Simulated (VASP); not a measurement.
# Na2Cl (R-3m) in VASP: further runs

The runs below take Na2Cl through single point, with BLYP+D3(BJ), LDA, PBEsol.

Everything below comes from runs of VASP 6.6.1. Logs are shortened: lines on timing, memory, paths and dates and some standing lists are left out, and cuts for length are marked.

### Step 1. The cell of the first run

It takes space group R-3m (No. 166, trigonal). Conventional cell: a = 3.745 Å, b = 3.745 Å, c = 19.244 Å, α = 90.00°, β = 90.00°, γ = 120.00°. Na (site symmetry 3m) has 3 Cl at 2.76 Å within 3.6 Å. Within 3.6 Å of Cl (site symmetry -3m) lie 6 Na at 2.76 Å.

### Step 2. Single point, BLYP+D3(BJ)

Contents of INCAR:

```
SYSTEM = Na2Cl
PREC = Accurate
ENCUT = 520
EDIFF = 1E-6
ISMEAR = 0
SIGMA = 0.1
LREAL = .FALSE.
LASPH = .TRUE.
NELM = 80
ALGO = Normal
ISIF = 2
LWAVE = .FALSE.
LCHARG = .FALSE.
GGA = B5
ALDAX = 1.0
AGGAX = 1.0
AGGAC = 1.0
ALDAC = 0.0
IVDW = 12
VDW_S6 = 1.0
VDW_S8 = 2.6996
VDW_A1 = 0.4298
VDW_A2 = 4.2359
NBANDS = 18
```

Contents of KPOINTS:

```
regular mesh
0
G
  9 9 9
  0 0 0
```

Contents of POSCAR:

```
Na2Cl
1.0
    1.8724202360      1.0810424862      6.4148065992
   -1.8724202360      1.0810424862      6.4148065992
    0.0000000000     -2.1620844957      6.4148066795
Na Cl
2 1
Direct
    0.7561700620      0.7561700620      0.7561700620
    0.2438299380      0.2438299380      0.2438299380
    0.0000000000      0.0000000000      0.0000000000
```

Potentials or basis: VASP PAW PBE potentials, release 64 (Na_pv, Cl).

Command:

```bash
> cat potpaw_PBE.64/Na_pv/POTCAR potpaw_PBE.64/Cl/POTCAR > POTCAR
> mpirun -np 1 vasp_std > vasp.out
```

OUTCAR:

```text
SYSTEM = Na2Cl
   PREC = Accurate
   ENCUT = 520
   EDIFF = 1E-6
   ISMEAR = 0
   LREAL = .FALSE.
   LASPH = .TRUE.
   NELM = 80
   ISIF = 2
   GGA = B5
   IVDW = 12
 IVDW          = 12

 ion  position               nearest neighbor table
   1  0.756  0.756  0.756-
   2  0.244  0.244  0.244-
   3  0.000  0.000  0.000-

  LATTYP: Found a trigonal (rhomboedric) cell.
 ALAT       =     6.7693688112
 COS(alpha) =     0.8469827842

  Lattice vectors:

 A1 = (   1.8724202360,   1.0810424862,   6.4148065992)
 A2 = (  -1.8724202360,   1.0810424862,   6.4148065992)
 A3 = (   0.0000000000,  -2.1620844957,   6.4148066795)

Analysis of symmetry for initial positions (statically):
=====================================================================
 Subroutine PRICEL returns:
 Original cell was already a primitive cell.

 Routine SETGRP: Setting up the symmetry group for a
 trigonal (rhombohedral) supercell.

 Subroutine GETGRP returns: Found 12 space group operations
 (whereof 12 operations were pure point group operations)
 out of a pool of 12 trial point group operations.

The static configuration has the point symmetry D_3d.

Analysis of symmetry for dynamics (positions and initial velocities):
=====================================================================
 Subroutine PRICEL returns:
 Original cell was already a primitive cell.

 Routine SETGRP: Setting up the symmetry group for a
 trigonal (rhombohedral) supercell.

 Subroutine GETGRP returns: Found 12 space group operations
 (whereof 12 operations were pure point group operations)
 out of a pool of 12 trial point group operations.

The dynamic configuration has the point symmetry D_3d.

 Subroutine INISYM returns: Found 12 space group operations
 (whereof 12 operations are pure point group operations),
 and found     1 'primitive' translations

----------------------------------------------------------------------------------------

                                     Primitive cell

  volume of cell :      77.9078

  direct lattice vectors                    reciprocal lattice vectors
     1.872420236  1.081042486  6.414806599     0.267034072  0.154172195  0.051963111
    -1.872420236  1.081042486  6.414806599    -0.267034072  0.154172195  0.051963111
     0.000000000 -2.162084496  6.414806679     0.000000000 -0.308344385  0.051963122

  length of vectors
     6.769368811  6.769368811  6.769368811     0.312692223  0.312692223  0.312692223

  position of ions in fractional coordinates (direct lattice)
     0.756170062  0.756170062  0.756170062
[... 80 lines left out ...]
   EDIFF  = 0.1E-05   stopping-criterion for ELM
   LREAL  =      F    real-space projection
   EDIFFG = 0.1E-04   stopping-criterion for IOM
   NSW    =      0    number of steps for IOM
   IBRION =     -1    ionic relax: 0-MD 1-quasi-New 2-CG
   NFREE  =      0    steps in history (QN), initial steepest desc. (CG)
   ISIF   =      2    stress and relaxation
   ISYM   =      2    0-nonsym 1-usesym 2-fastsym
   POTIM  = 0.5000    time-step for ionic-motion
   TEBEG  =    0.0;   TEEND  =   0.0 temperature during run
   PSTRESS=    0.0 pullay stress
   NELECT =      21.0000    total number of electrons
   NUPDOWN=      -1.0000    fix difference up-down
   EMIN   =  10.00;   EMAX   =-10.00  energy-range for DOS
   EFERMI =   0.00;   METHOD = LEGACY
   ISMEAR =     0;   SIGMA  =   0.10  broadening in eV -4-tet -1-fermi 0-gaus
   EFERMI_NEDOS =   21; number of points for ismear=-14 and -15
   IALGO  =     38    algorithm
   IMIX   =      4    mixing-type and parameters
     AMIX     =   0.40;   BMIX     =  1.00
     AMIX_MAG =   1.60;   BMIX_MAG =  1.00
  volume/ion in A,a.u.               =      25.97       175.25
  Fermi-wavevector in a.u.,A,eV,Ry     =   1.057518  1.998419 15.215990  1.118344
  Thomas-Fermi vector in A             =   2.192793
   LORBIT       =      0    0 simple, 1 ext, 2 COOP (PROOUT), +10 PAW based schemes
   GGA     = B5    functional components
   LHFCALC =     F    Hartree Fock is set to
   AEXX    =    0.0000 exact exchange contribution
   IVDW    =    12    specifies the selected vdW correction
   LEPSILON=     F    determine dielectric tensor
   LRPA    =     F    only Hartree local field effects (RPA)
 non-spin polarized calculation
 Gauss-broadening in eV      SIGMA  =   0.10
  energy-cutoff  :      520.00
  volume of cell :       77.91
 maximum number of plane-waves:      2116
   NGX = 25   NGY = 25   NGZ = 25

 number of electron      21.0000005 magnetization

 Free energy of the ion-electron system (eV)
  ---------------------------------------------------
  ext. energy  EPLUGINS =         0.00000000
  ---------------------------------------------------
  free energy    TOTEN  =        -6.93416786 eV

  energy without entropy =       -6.92999364  energy(sigma->0) =       -6.93208075

 E-fermi :   2.8085     XC(G=0):  -7.2255

 val. band max:        2.8031879503   @ k =   0.4444   0.2222  -0.0000
 cond. band min:       2.8567121400   @ k =  -0.2222   0.2222   0.1111
 fundamental gap:      0.0535241897
 Fermi energy:         2.8084830234

 k-point     1 :       0.0000    0.0000    0.0000
  band No.  band energies     occupation
      1     -22.6395      2.00000
      2     -22.6321      2.00000
      3     -22.6321      2.00000
      4     -22.6283      2.00000
      5     -22.6283      2.00000
      6     -22.6031      2.00000
[... 481 lines left out ...]
      5     -22.6183      2.00000
      6     -22.6074      2.00000
[... 10 lines left out ...]
     17      10.6121      0.00000
     18      11.0044      0.00000

 [... further k-points ...]

------------------------ aborting loop because EDIFF is reached ----------------------------------------

 Edisp (eV)   -1.35118

 E8    (eV) :    -1.0017

  FORCE on cell =-STRESS in cart. coord.  units (eV):
  Direction    XX          YY          ZZ          XY          YZ          ZX
  --------------------------------------------------------------------------------------
  -------------------------------------------------------------------------------------
  Total      -0.04886    -0.04886    -0.04614     0.00000     0.00000     0.00000
  in kB      -1.00481    -1.00481    -0.94885     0.00000     0.00000     0.00000
  external pressure =       -0.99 kB  Pullay stress =        0.00 kB

 VOLUME and BASIS-vectors are now :
 -----------------------------------------------------------------------------
  energy-cutoff  :      520.00
  volume of cell :       77.91
      direct lattice vectors                 reciprocal lattice vectors
     1.872420236  1.081042486  6.414806599     0.267034072  0.154172195  0.051963111
    -1.872420236  1.081042486  6.414806599    -0.267034072  0.154172195  0.051963111
     0.000000000 -2.162084496  6.414806679     0.000000000 -0.308344385  0.051963122

 POSITION                                       TOTAL-FORCE (eV/Angst)
 -----------------------------------------------------------------------------------
      0.00000      0.00000     14.55205         0.000000     -0.000000     -0.000382
      0.00000      0.00000      4.69237         0.000000      0.000000      0.000382
      0.00000      0.00000      0.00000         0.000000     -0.000000      0.000000
 -----------------------------------------------------------------------------------
    total drift:                               -0.000000      0.000000     -0.000000

  FREE ENERGIE OF THE ION-ELECTRON SYSTEM (eV)
  ---------------------------------------------------
  free  energy   TOTEN  =        -8.2853452962 eV

  energy  without entropy=       -8.2811710726  energy(sigma->0) =       -8.28325818
```

OSZICAR:

```text
N       E                     dE             d eps       ncg     rms          rms(c)
DAV:   1     0.170428398016E+03    0.17043E+03   -0.10398E+04  3060   0.115E+03
DAV:   2     0.818131504983E+01   -0.16225E+03   -0.15635E+03  3288   0.316E+02
DAV:   3    -0.689978832636E+01   -0.15081E+02   -0.14990E+02  3584   0.945E+01
DAV:   4    -0.722690771037E+01   -0.32712E+00   -0.32672E+00  3872   0.149E+01
DAV:   5    -0.723255896075E+01   -0.56513E-02   -0.56504E-02  3884   0.198E+00    0.303E+00
DAV:   6    -0.695590572806E+01    0.27665E+00   -0.56670E-01  4024   0.340E+00    0.184E+00
DAV:   7    -0.692953322620E+01    0.26373E-01   -0.14176E-01  4552   0.164E+00    0.116E+00
DAV:   8    -0.693349246697E+01   -0.39592E-02   -0.25610E-02  3584   0.881E-01    0.370E-01
DAV:   9    -0.693347272269E+01    0.19744E-04   -0.97896E-04  3558   0.159E-01    0.248E-01
DAV:  10    -0.693410650351E+01   -0.63378E-03   -0.83266E-04  3300   0.125E-01    0.707E-02
DAV:  11    -0.693416059478E+01   -0.54091E-04   -0.26385E-04  3620   0.716E-02    0.528E-02
DAV:  12    -0.693416773566E+01   -0.71409E-05   -0.22608E-05  3450   0.326E-02    0.116E-02
DAV:  13    -0.693416786073E+01   -0.12508E-06   -0.22663E-06  3248   0.715E-03
   1 F= -.82853453E+01 E0= -.82832582E+01  d E =-.417422E-02
```

stdout:

```text
POSCAR found type information on POSCAR NaCl
 POSCAR found :  2 types and       3 ions
 scaLAPACK will be used
 -----------------------------------------------------------------------------
|                                                                             |
|                                                                             |
|     You enforced a specific xc type in the INCAR file but a different       |
|     I HOPE YOU KNOW WHAT YOU ARE DOING!                                     |
|                                                                             |
 -----------------------------------------------------------------------------

 LDA part: xc-table for (Slater(with rela. corr.)+VWN5), standard interpolation
 POSCAR, INCAR and KPOINTS ok, starting setup
 FFT: planning ... GRIDC
 FFT: planning ... GRID_SOFT
 FFT: planning ... GRID
 WAVECAR not read
 entering main loop
```

Wall time 3.9 min (1 thread of AMD EPYC 9R45 (Zen 5), shared host); peak memory 0.34 GiB.

What came out:

- Free energy: -8.2853 eV
- Pressure: -0.1 GPa
- Dispersion energy per atom: -0.450 eV

Levels at points of the mesh, in eV from the Fermi level:
```csv
k point,band 8,band 9,band 10,band 11,band 12,band 13,band 14,band 15
"(0.00, 0.00, 0.00)",-5.78,-4.20,-4.20,-2.31,3.25,3.54,7.62,7.70
```

Caveat: the PAW data sets were made with another functional, which shifts forces and pressure a little; an odd number of electrons without spin polarisation forces a metal; a magnetic or distorted state may lie lower; pairwise dispersion overbinds metals, which lowers pressure and volume.

### Step 3. Single point, LDA

This run uses another cell than the first one, of 26.46 Å³/atom, 1.019 times its volume.

Contents of INCAR:

```
SYSTEM = Na2Cl
PREC = Accurate ; ENCUT = 520
EDIFF = 1E-6 ; ISMEAR = 0
SIGMA = 0.1 ; LREAL = .FALSE.
LASPH = .TRUE. ; NELM = 60
ALGO = Normal ; ISIF = 2
LWAVE = .FALSE. ; LCHARG = .FALSE.
GGA = CA ; NBANDS = 18
```

Contents of KPOINTS:

```
Automatic mesh
0
G
  9 9 9
  0 0 0
```

Contents of POSCAR:

```
Na2Cl
1.0
    1.8784745821      1.0845379665      6.4934552904
   -1.8784745821      1.0845379665      6.4934552904
    0.0000000000     -2.1690754504      6.4934553710
Na Cl
2 1
Direct
    0.7527756766      0.7527756766      0.7527756766
    0.2472243234      0.2472243234      0.2472243234
    0.0000000000      0.0000000000      0.0000000000
```

Potentials or basis: VASP PAW LDA potentials, release 64 (Na_pv, Cl).

Command:

```bash
> cat potpaw_LDA.64/Na_pv/POTCAR potpaw_LDA.64/Cl/POTCAR > POTCAR
> mpirun -np 1 vasp_std > vasp.out
```

It took 3.8 min on 1 thread of AMD EPYC 9R45 (Zen 5), shared host; peak memory 0.31 GiB.

It converged, with:

```
Free energy   : -8.5283 eV
Pressure      : 0.0 GPa
Largest force : 0.005 eV/Å
```

Forces in eV/Å, atoms in the order of the input:
```
Na   0.000  0.000  0.005
Na   0.000  0.000 -0.005
Cl   0.000  0.000  0.000
```

Levels at points of the mesh, in eV from the Fermi level:
```
           k point  band 9  band 10  band 11  band 12  band 13  band 14
(0.00, 0.00, 0.00)   -4.38    -4.38    -2.31     2.66     3.08     7.24
```

Caveat: an odd number of electrons without spin polarisation forces a metal; a magnetic or distorted state may lie lower.

### Step 4. Single point, PBEsol

This run uses another cell than the first one, of 28.68 Å³/atom, 1.104 times its volume.

Contents of INCAR:

```
SYSTEM = Na2Cl
PREC     = Accurate       ! precision mode
ENCUT    = 520            ! plane-wave cutoff, eV
EDIFF    = 1E-6           ! SCF threshold, eV
ISMEAR   = 0              ! smearing method
SIGMA    = 0.1            ! smearing width, eV
LREAL    = .FALSE.        ! projectors in reciprocal space
LASPH    = .TRUE.         ! aspherical terms in the spheres
NELM     = 100            ! most SCF steps
ALGO     = Normal         ! electronic algorithm
ISIF     = 2              ! what is computed and relaxed
LWAVE    = .FALSE.        ! write WAVECAR
LCHARG   = .FALSE.        ! write CHGCAR
GGA      = PS             ! functional
NBANDS   = 18             ! bands
```

Contents of KPOINTS:

```
regular mesh
0
G
  9 9 9
  0 0 0
```

Contents of POSCAR:

```
Na2Cl
1.0
    1.9340407903      1.1166191354      6.6400362611
   -1.9340407903      1.1166191354      6.6400362611
    0.0000000000     -2.2332377774      6.6400363441
Na Cl
2 1
Direct
    0.7521360656      0.7521360656      0.7521360656
    0.2478639344      0.2478639344      0.2478639344
    0.0000000000      0.0000000000      0.0000000000
```

Potentials or basis: VASP PAW PBE potentials, release 64 (Na_pv, Cl).

Command:

```bash
> cat potpaw_PBE.64/Na_pv/POTCAR potpaw_PBE.64/Cl/POTCAR > POTCAR
> mpirun -np 1 vasp_std > vasp.out
```

OUTCAR:

```text
SYSTEM = Na2Cl
   PREC = Accurate
   ENCUT = 520
   EDIFF = 1E-6
   ISMEAR = 0
   LREAL = .FALSE.
   LASPH = .TRUE.
   NELM = 100
   ISIF = 2
   GGA = PS

 ion  position               nearest neighbor table
   1  0.752  0.752  0.752-
   2  0.248  0.248  0.248-
   3  0.000  0.000  0.000-

  LATTYP: Found a trigonal (rhomboedric) cell.
 ALAT       =     7.0055287895
 COS(alpha) =     0.8475668550

  Lattice vectors:

 A1 = (   1.9340407903,   1.1166191354,   6.6400362611)
[... 194 lines left out ...]
      6     -23.0654      2.00000
[... 481 lines left out ...]
      5     -23.0755      2.00000
      6     -23.0683      2.00000
[... 10 lines left out ...]
     17       9.4193      0.00000
     18       9.7647      0.00000

 [... further k-points ...]
[... 5 lines left out ...]
  --------------------------------------------------------------------------------------
  -------------------------------------------------------------------------------------
  Total       -0.0190901     -0.0190901      0.0126457      0.0000000      0.0000000      0.0000000
  in kB       -0.3554888     -0.3554888      0.2354835      0.0000000      0.0000000      0.0000000
  external PRESSURE =      -0.1584980 kB  Pullay stress =       0.0000000 kB

 VOLUME and BASIS-vectors are now :
 -----------------------------------------------------------------------------
  energy-cutoff  :      520.00
  volume of cell :       86.04
      direct lattice vectors                 reciprocal lattice vectors
     1.934040790  1.116619135  6.640036261     0.258526088  0.149260108  0.050200525
    -1.934040790  1.116619135  6.640036261    -0.258526088  0.149260108  0.050200525
     0.000000000 -2.233237777  6.640036344     0.000000000 -0.298520212  0.050200536

 POSITION                                       TOTAL-FORCE (eV/Angst)
 -----------------------------------------------------------------------------------
      0.00000      0.00000     14.98263         0.000000      0.000000      0.002668
      0.00000      0.00000      4.93748         0.000000     -0.000000     -0.002668
      0.00000      0.00000      0.00000         0.000000      0.000000      0.000000
 -----------------------------------------------------------------------------------
    total drift:                               -0.000000     -0.000000      0.000000

  FREE ENERGIE OF THE ION-ELECTRON SYSTEM (eV)
  ---------------------------------------------------
  free  energy   TOTEN  =        -8.0997101005 eV

  energy  without entropy=       -8.0952592079  energy(sigma->0) =       -8.09748465
```

stdout:

```text
POSCAR found type information on POSCAR NaCl
 POSCAR found :  2 types and       3 ions
 scaLAPACK will be used
 -----------------------------------------------------------------------------
|                                                                             |
|                                                                             |
|     You enforced a specific xc type in the INCAR file but a different       |
|     I HOPE YOU KNOW WHAT YOU ARE DOING!                                     |
|                                                                             |
 -----------------------------------------------------------------------------

 LDA part: xc-table for (Slater+PW92), standard interpolation
 POSCAR, INCAR and KPOINTS ok, starting setup
 FFT: planning ... GRIDC
 FFT: planning ... GRID_SOFT
 FFT: planning ... GRID
 WAVECAR not read
 entering main loop
```

Run time: 4.1 min. Hardware: 1 thread of AMD EPYC 9R45 (Zen 5), shared host; peak memory 0.4 GiB.

Results:

```
Free energy : -8.0997 eV
Pressure    : 0.0 GPa
```

Forces on the atoms (eV/Å):
```
Na   0.000  0.000  0.003
Na   0.000  0.000 -0.003
Cl   0.000  0.000  0.000
```

Caveat: the PAW data sets were made with another functional, which shifts forces and pressure a little; an odd number of electrons without spin polarisation forces a metal; a magnetic or distorted state may lie lower.

### Step 5. Summary

```csv
level,potentials or basis,cell,gap on the mesh (eV),pressure (GPa)
BLYP+D3(BJ),"VASP PAW PBE potentials, release 64 (Na_pv, Cl)","a = 6.769 Å, angles 32.1°, 3 atoms",none,-0.1
LDA,"VASP PAW LDA potentials, release 64 (Na_pv, Cl)","a = 6.846 Å, angles 31.9°, 3 atoms",none,0.0
PBEsol,"VASP PAW PBE potentials, release 64 (Na_pv, Cl)","a = 7.006 Å, angles 32.1°, 3 atoms",none,0.0
```

Alike in all rows: task single point; no spin polarisation; k mesh 9 × 9 × 9; cutoff (eV) 520; smearing gaussian 0.1 eV.

Caveats: an odd number of electrons without spin polarisation forces a metal; a magnetic or distorted state may lie lower; the PAW data sets were made with another functional, which shifts forces and pressure a little (some runs); pairwise dispersion overbinds metals, which lowers pressure and volume (some runs).

Absolute energies hang on the potentials; compare differences alone.
